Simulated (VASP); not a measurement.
# BP (F-43m) in VASP: notebook

The runs below take BP through single point, with PBE.

Everything below comes from runs of VASP 6.6.1. Logs are shortened: lines on timing, memory, paths and dates and some standing lists are left out, and cuts for length are marked.

## 1. The cell of the first run

The structure is cubic, space group F-43m (No. 216). Conventional cell: a = 4.456 Å, b = 4.456 Å, c = 4.456 Å, α = 90.00°, β = 90.00°, γ = 90.00°. B (site symmetry -43m) has 4 P at 1.93 Å within 2.6 Å. Within 2.6 Å of P (site symmetry -43m) lie 4 B at 1.93 Å.

## 2. Single point, PBE (volume changed by -6%)

INCAR reads:

```
SYSTEM = BP
PREC = Accurate
ENCUT = 520
EDIFF = 1E-6
ISMEAR = 0
SIGMA = 0.01
LREAL = .FALSE.
LASPH = .TRUE.
NELM = 60
ALGO = Normal
ISIF = 2
LWAVE = .FALSE.
LCHARG = .FALSE.
GGA = PE
NBANDS = 11
```

KPOINTS reads:

```
regular mesh
0
G
  8 8 8
  0 0 0
```

POSCAR reads:

```
BP
1.0
    0.0000000000      2.2277929458      2.2277929458
    2.2277929458      0.0000000000      2.2277929458
    2.2277929458      2.2277929458      0.0000000000
B P
1 1
Direct
    0.0000000000      0.0000000000      0.0000000000
    0.2500000000      0.2500000000      0.2500000000
```

Potentials or basis: VASP PAW PBE potentials, release 64 (B, P).

On the command line:

```sh
$ cat potpaw_PBE.64/B/POTCAR potpaw_PBE.64/P/POTCAR > POTCAR
$ mpirun -np 1 vasp_std > vasp.out
```

OUTCAR:

```text
SYSTEM = BP
   PREC = Accurate
   ENCUT = 520
   EDIFF = 1E-6
   ISMEAR = 0
   LREAL = .FALSE.
   LASPH = .TRUE.
   NELM = 60
   ISIF = 2
   GGA = PE

 ion  position               nearest neighbor table
   1  0.000  0.000  0.000-   2 1.93   2 1.93   2 1.93   2 1.93
   2  0.250  0.250  0.250-   1 1.93   1 1.93   1 1.93   1 1.93

  LATTYP: Found a face centered cubic cell.
 ALAT       =     4.4555858916

  Lattice vectors:

 A1 = (   0.0000000000,   2.2277929458,   2.2277929458)
 A2 = (   2.2277929458,   0.0000000000,   2.2277929458)
 A3 = (   2.2277929458,   2.2277929458,   0.0000000000)

Analysis of symmetry for initial positions (statically):
=====================================================================
 Subroutine PRICEL returns:
 Original cell was already a primitive cell.

 Routine SETGRP: Setting up the symmetry group for a
 face centered cubic supercell.

 Subroutine GETGRP returns: Found 24 space group operations
 (whereof 24 operations were pure point group operations)
 out of a pool of 48 trial point group operations.

The static configuration has the point symmetry T_d .

Analysis of symmetry for dynamics (positions and initial velocities):
=====================================================================
 Subroutine PRICEL returns:
 Original cell was already a primitive cell.

 Routine SETGRP: Setting up the symmetry group for a
 face centered cubic supercell.

 Subroutine GETGRP returns: Found 24 space group operations
 (whereof 24 operations were pure point group operations)
 out of a pool of 48 trial point group operations.

The dynamic configuration has the point symmetry T_d .

 Subroutine INISYM returns: Found 24 space group operations
 (whereof 24 operations are pure point group operations),
 and found     1 'primitive' translations

----------------------------------------------------------------------------------------

                                     Primitive cell

  volume of cell :      22.1133

  direct lattice vectors                    reciprocal lattice vectors
     0.000000000  2.227792946  2.227792946    -0.224437375  0.224437375  0.224437375
     2.227792946  0.000000000  2.227792946     0.224437375 -0.224437375  0.224437375
     2.227792946  2.227792946  0.000000000     0.224437375  0.224437375 -0.224437375

  length of vectors
     3.150574998  3.150574998  3.150574998     0.388736936  0.388736936  0.388736936

  position of ions in fractional coordinates (direct lattice)
     0.000000000  0.000000000  0.000000000
     0.250000000  0.250000000  0.250000000

  ion indices of the primitive-cell ions
   primitive index   ion index
                 1           1
                 2           2

----------------------------------------------------------------------------------------

 KPOINTS: regular mesh

Automatic generation of k-mesh.
 Grid dimensions read from file:
 generate k-points for:    8    8    8

 Generating k-lattice:

  Cartesian coordinates                     Fractional coordinates (reciprocal lattice)
    -0.028054672  0.028054672  0.028054672     0.125000000  0.000000000  0.000000000
     0.028054672 -0.028054672  0.028054672     0.000000000  0.125000000  0.000000000
     0.028054672  0.028054672 -0.028054672     0.000000000  0.000000000  0.125000000

  Length of vectors
     0.048592117  0.048592117  0.048592117

  Shift w.r.t. Gamma in fractional coordinates (k-lattice)
     0.000000000  0.000000000  0.000000000

 Subroutine IBZKPT returns following result:
 ===========================================

 Found     29 irreducible k-points:

 Following reciprocal coordinates:
            Coordinates               Weight
  0.000000  0.000000  0.000000      1.000000
  0.125000  0.000000  0.000000      8.000000
  0.250000  0.000000  0.000000      8.000000
  0.375000  0.000000  0.000000      8.000000
  0.500000  0.000000  0.000000      4.000000
  0.125000  0.125000  0.000000      6.000000
[... 16 lines left out ...]
  0.500000  0.250000  0.125000     48.000000
 -0.375000  0.250000  0.125000     24.000000
 [... further k-points ...]
   k-points           NKPTS =     29   k-points in BZ     NKDIM =     29   number of bands    NBANDS=     11
   number of dos      NEDOS =    301   number of ions     NIONS =      2
   total plane-waves  NPLWV =  13824
   dimension x,y,z NGX =    24 NGY =   24 NGZ =   24
   dimension x,y,z NGXF=    48 NGYF=   48 NGZF=   48
   ions per type =               1   1
   NGX,Y,Z   is equivalent  to a cutoff of  12.66, 12.66, 12.66 a.u.
   NGXF,Y,Z  is equivalent  to a cutoff of  25.33, 25.33, 25.33 a.u.
 SYSTEM =  BP
   PREC   = accura    normal or accurate (medium, high low for compatibility)
   ISTART =      0    job   : 0-new  1-cont  2-samecut
   ICHARG =      2    charge: 1-file 2-atom 10-const
   ISPIN  =      1    spin polarized calculation?
   LNONCOLLINEAR =      F non collinear calculations
   LSORBIT =      F    spin-orbit coupling
   LASPH  =      T    aspherical Exc in radial PAW
   ENCUT  =  520.0 eV  38.22 Ry    6.18 a.u.   5.86  5.86  5.86*2*pi/ulx,y,z
   NELM   =     60;   NELMIN=  2; NELMDL= -5     # of ELM steps
   EDIFF  = 0.1E-05   stopping-criterion for ELM
   LREAL  =      F    real-space projection
   EDIFFG = 0.1E-04   stopping-criterion for IOM
   NSW    =      0    number of steps for IOM
   IBRION =     -1    ionic relax: 0-MD 1-quasi-New 2-CG
   NFREE  =      0    steps in history (QN), initial steepest desc. (CG)
   ISIF   =      2    stress and relaxation
   ISYM   =      2    0-nonsym 1-usesym 2-fastsym
   POTIM  = 0.5000    time-step for ionic-motion
   TEBEG  =    0.0;   TEEND  =   0.0 temperature during run
   PSTRESS=    0.0 pullay stress
   NELECT =       8.0000    total number of electrons
   NUPDOWN=      -1.0000    fix difference up-down
   EMIN   =  10.00;   EMAX   =-10.00  energy-range for DOS
   EFERMI =   0.00;   METHOD = LEGACY
   ISMEAR =     0;   SIGMA  =   0.01  broadening in eV -4-tet -1-fermi 0-gaus
   EFERMI_NEDOS =   21; number of points for ismear=-14 and -15
   IALGO  =     38    algorithm
   IMIX   =      4    mixing-type and parameters
     AMIX     =   0.40;   BMIX     =  1.00
     AMIX_MAG =   1.60;   BMIX_MAG =  1.00
  volume/ion in A,a.u.               =      11.06        74.61
  Fermi-wavevector in a.u.,A,eV,Ry     =   1.166505  2.204375 18.513914  1.360734
  Thomas-Fermi vector in A             =   2.303017
   LORBIT       =      0    0 simple, 1 ext, 2 COOP (PROOUT), +10 PAW based schemes
   GGA     = PE    functional components
   LHFCALC =     F    Hartree Fock is set to
   AEXX    =    0.0000 exact exchange contribution
   IVDW    =     0    specifies the selected vdW correction
   LEPSILON=     F    determine dielectric tensor
   LRPA    =     F    only Hartree local field effects (RPA)
 non-spin polarized calculation
 Gauss-broadening in eV      SIGMA  =   0.01
  energy-cutoff  :      520.00
  volume of cell :       22.11
 maximum number of plane-waves:       609
   NGX = 11   NGY = 11   NGZ = 11

 number of electron       8.0000001 magnetization

 Free energy of the ion-electron system (eV)
  ---------------------------------------------------
  ext. energy  EPLUGINS =         0.00000000
  ---------------------------------------------------
  free energy    TOTEN  =       -12.88321409 eV

  energy without entropy =      -12.88321409  energy(sigma->0) =      -12.88321409

 E-fermi :   8.2380     XC(G=0): -11.1450

 val. band max:        8.0962703542   @ k =   0.0000   0.0000   0.0000
 cond. band min:       9.2971097274   @ k =   0.3750   0.3750   0.0000
 fundamental gap:      1.2008393732
 Fermi energy:         8.2380415906

 k-point     1 :       0.0000    0.0000    0.0000
  band No.  band energies     occupation
      1      -7.8632      2.00000
      2       8.0963      2.00000
      3       8.0963      2.00000
      4       8.0963      2.00000
      5      11.5839      0.00000
      6      11.5839      0.00000
      7      11.5839      0.00000
      8      16.3219      0.00000
      9      19.9943      0.00000
     10      20.3851      0.00000
     11      20.3851      0.00000

 k-point     2 :       0.1250    0.0000    0.0000
  band No.  band energies     occupation
      1      -7.5691      2.00000
      2       6.1829      2.00000
      3       7.6483      2.00000
      4       7.6483      2.00000
      5      12.1967      0.00000
      6      12.2037      0.00000
      7      12.2037      0.00000
      8      17.0150      0.00000
      9      19.4308      0.00000
     10      19.4308      0.00000
     11      20.8730      0.00000

 k-point     3 :       0.2500    0.0000    0.0000
  band No.  band energies     occupation
      1      -6.7046      2.00000
      2       3.0799      2.00000
      3       6.9330      2.00000
      4       6.9330      2.00000
      5      12.3691      0.00000
      6      12.9777      0.00000
      7      12.9777      0.00000
      8      18.2075      0.00000
      9      19.1834      0.00000
     10      19.1834      0.00000
     11      21.6136      0.00000

 k-point     4 :       0.3750    0.0000    0.0000
  band No.  band energies     occupation
      1      -5.3695      2.00000
      2       0.2297      2.00000
      3       6.4408      2.00000
      4       6.4408      2.00000
      5      12.2659      0.00000
      6      12.9773      0.00000
      7      12.9773      0.00000
      8      18.5064      0.00000
      9      20.9684      0.00000
     10      20.9684      0.00000
     11      22.5186      0.00000

 k-point     5 :       0.5000    0.0000    0.0000
  band No.  band energies     occupation
      1      -4.3246      2.00000
      2      -1.3391      2.00000
      3       6.2730      2.00000
      4       6.2730      2.00000
      5      12.2111      0.00000
      6      12.8443      0.00000
      7      12.8443      0.00000
      8      18.4119      0.00000
      9      23.0849      0.00000
     10      23.0849      0.00000
     11      23.4788      0.00000
[... 211 lines left out ...]
 k-point    21 :       0.5000    0.5000    0.0000
  band No.  band energies     occupation
      1      -2.7140      2.00000
      2      -0.7740      2.00000
      3       3.7816      2.00000
      4       3.7816      2.00000
      5       9.3153      0.00000
      6       9.7041      0.00000
      7      20.7412      0.00000
      8      20.7412      0.00000
      9      24.0099      0.00000
     10      25.2149      0.00000
     11      26.6424      0.00000

 k-point    22 :       0.3750    0.2500    0.1250
  band No.  band energies     occupation
      1      -5.9455      2.00000
      2       3.0545      2.00000
      3       4.1052      2.00000
      4       6.0401      2.00000
      5      11.6103      0.00000
      6      14.1907      0.00000
      7      14.5613      0.00000
      8      15.9070      0.00000
      9      20.0635      0.00000
     10      22.3970      0.00000
     11      24.4160      0.00000

 k-point    23 :       0.5000    0.2500    0.1250
  band No.  band energies     occupation
      1      -4.6406      2.00000
      2       0.7560      2.00000
      3       3.4634      2.00000
      4       5.2147      2.00000
      5      12.2327      0.00000
      6      13.7369      0.00000
      7      15.6806      0.00000
      8      16.7303      0.00000
      9      20.9204      0.00000
     10      21.8810      0.00000
     11      25.7049      0.00000

 k-point    24 :      -0.3750    0.2500    0.1250
  band No.  band energies     occupation
      1      -3.6303      2.00000
      2      -0.7034      2.00000
      3       3.3986      2.00000
      4       4.8164      2.00000
      5      12.2892      0.00000
      6      13.4864      0.00000
      7      16.7632      0.00000
      8      18.2351      0.00000
      9      18.8116      0.00000
     10      22.8946      0.00000
     11      25.3956      0.00000

 [... further k-points ...]
[... 5 lines left out ...]
  --------------------------------------------------------------------------------------
  -------------------------------------------------------------------------------------
  Total        1.5172641      1.5172641      1.5172641      0.0000000      0.0000000     -0.0000000
  in kB      109.9302684    109.9302684    109.9302684      0.0000000      0.0000000     -0.0000000
  external PRESSURE =     109.9302684 kB  Pullay stress =       0.0000000 kB

 VOLUME and BASIS-vectors are now :
 -----------------------------------------------------------------------------
  energy-cutoff  :      520.00
  volume of cell :       22.11
      direct lattice vectors                 reciprocal lattice vectors
     0.000000000  2.227792946  2.227792946    -0.224437375  0.224437375  0.224437375
     2.227792946  0.000000000  2.227792946     0.224437375 -0.224437375  0.224437375
     2.227792946  2.227792946  0.000000000     0.224437375  0.224437375 -0.224437375

 POSITION                                       TOTAL-FORCE (eV/Angst)
 -----------------------------------------------------------------------------------
      0.00000      0.00000      0.00000         0.000000      0.000000      0.000000
      1.11390      1.11390      1.11390        -0.000000     -0.000000     -0.000000
 -----------------------------------------------------------------------------------
    total drift:                                0.000000      0.000000      0.000000

  FREE ENERGIE OF THE ION-ELECTRON SYSTEM (eV)
  ---------------------------------------------------
  free  energy   TOTEN  =       -12.8832140891 eV

  energy  without entropy=      -12.8832140891  energy(sigma->0) =      -12.88321409
```

Run time: 14 s. Hardware: 1 thread of Intel Xeon 6975P-C, shared host; peak memory 0.1 GiB.

Results:

```
Free energy            : -12.8832 eV
Pressure               : 11.0 GPa
Band gap on the k mesh : 1.20 eV, indirect (least direct gap 3.49 eV)
```

Levels at points of the mesh, in eV from the valence-band top:
```tsv
k point	band 2	band 3	band 4	band 5	band 6	band 7
(0.00, 0.00, 0.00)	0.00	0.00	0.00	3.49	3.49	3.49
(0.50, 0.00, 0.00)	-9.44	-1.82	-1.82	4.11	4.75	4.75
(0.50, 0.50, 0.00)	-8.87	-4.31	-4.31	1.22	1.61	12.64
```

Caveat: the cell differs from its parent crystal (volume changed by -6%). A k mesh can miss the band edges.

## 3. Single point, PBE

This run uses another cell than the first one, of 11.76 Å³/atom, 1.064 times its volume.

INCAR reads:

```
ALGO     = Normal         # electronic algorithm
EDIFF    = 1E-7           # SCF threshold, eV
ENCUT    = 520            # plane-wave cutoff, eV
GGA      = PE             # functional
ISIF     = 2              # what is computed and relaxed
ISMEAR   = 0              # smearing method
LASPH    = T              # aspherical terms in the spheres
LCHARG   = F              # write CHGCAR
LREAL    = F              # projectors in reciprocal space
LWAVE    = F              # write WAVECAR
NBANDS   = 11             # bands
NELM     = 60             # most SCF steps
PREC     = Accurate       # precision mode
SIGMA    = 0.01           # smearing width, eV
```

KPOINTS reads:

```
k-points
0
Gamma
  8 8 8
```

POSCAR reads:

```
BP
1.0
    0.0000000000      2.2742185970      2.2742185970
    2.2742185970      0.0000000000      2.2742185970
    2.2742185970      2.2742185970      0.0000000000
B P
1 1
Direct
    0.0000000000      0.0000000000      0.0000000000
    0.2500000000      0.2500000000      0.2500000000
```

Potentials or basis: VASP PAW PBE potentials, release 64 (B, P).

On the command line:

```sh
$ cat potpaw_PBE.64/B/POTCAR potpaw_PBE.64/P/POTCAR > POTCAR
$ mpirun -np 1 vasp_std > vasp.out
```

OUTCAR:

```text
EDIFF = 1E-7
   ENCUT = 520
   GGA = PE
   ISIF = 2
   ISMEAR = 0
   LASPH = T
   LREAL = F
   NELM = 60
   PREC = Accurate

 ion  position               nearest neighbor table
   1  0.000  0.000  0.000-   2 1.97   2 1.97   2 1.97   2 1.97
   2  0.250  0.250  0.250-   1 1.97   1 1.97   1 1.97   1 1.97

  LATTYP: Found a face centered cubic cell.
 ALAT       =     4.5484371940

  Lattice vectors:

 A1 = (   0.0000000000,   2.2742185970,   2.2742185970)
 A2 = (   2.2742185970,   0.0000000000,   2.2742185970)
 A3 = (   2.2742185970,   2.2742185970,   0.0000000000)
[... 512 lines left out ...]
      7      15.6170      0.00000
      8      17.0986      0.00000
      9      17.7766      0.00000
     10      21.7256      0.00000
     11      24.1501      0.00000

 [... further k-points ...]
[... 5 lines left out ...]
  --------------------------------------------------------------------------------------
  -------------------------------------------------------------------------------------
  Total       -0.0310076     -0.0310076     -0.0310076      0.0000000      0.0000000     -0.0000000
  in kB       -2.1117942     -2.1117942     -2.1117942      0.0000000      0.0000000     -0.0000000
  external PRESSURE =      -2.1117942 kB  Pullay stress =       0.0000000 kB

 VOLUME and BASIS-vectors are now :
 -----------------------------------------------------------------------------
  energy-cutoff  :      520.00
  volume of cell :       23.52
      direct lattice vectors                 reciprocal lattice vectors
     0.000000000  2.274218597  2.274218597    -0.219855734  0.219855734  0.219855734
     2.274218597  0.000000000  2.274218597     0.219855734 -0.219855734  0.219855734
     2.274218597  2.274218597  0.000000000     0.219855734  0.219855734 -0.219855734

 POSITION                                       TOTAL-FORCE (eV/Angst)
 -----------------------------------------------------------------------------------
      0.00000      0.00000      0.00000         0.000000     -0.000000      0.000000
      1.13711      1.13711      1.13711        -0.000000      0.000000     -0.000000
 -----------------------------------------------------------------------------------
    total drift:                                0.000000      0.000000      0.000000

  FREE ENERGIE OF THE ION-ELECTRON SYSTEM (eV)
  ---------------------------------------------------
  free  energy   TOTEN  =       -12.9290371873 eV

  energy  without entropy=      -12.9290371873  energy(sigma->0) =      -12.92903719
```

stdout:

```text
POSCAR found type information on POSCAR B P
 POSCAR found :  2 types and       2 ions
 scaLAPACK will be used
 LDA part: xc-table for (Slater+PW92), standard interpolation
 POSCAR, INCAR and KPOINTS ok, starting setup
 FFT: planning ... GRIDC
 FFT: planning ... GRID_SOFT
 FFT: planning ... GRID
 WAVECAR not read
 entering main loop
```

Run time: 16 s. Hardware: 1 thread of Intel Xeon 6975P-C, shared host; peak memory 0.1 GiB.

What came out:

| Quantity | Value |
| --- | --- |
| Free energy | -12.9290 eV |
| Pressure | -0.2 GPa |
| Band gap on the k mesh | 1.28 eV, indirect (least direct gap 3.39 eV) |

A k mesh can miss the band edges.

(Part 1 of 2 ends here.)
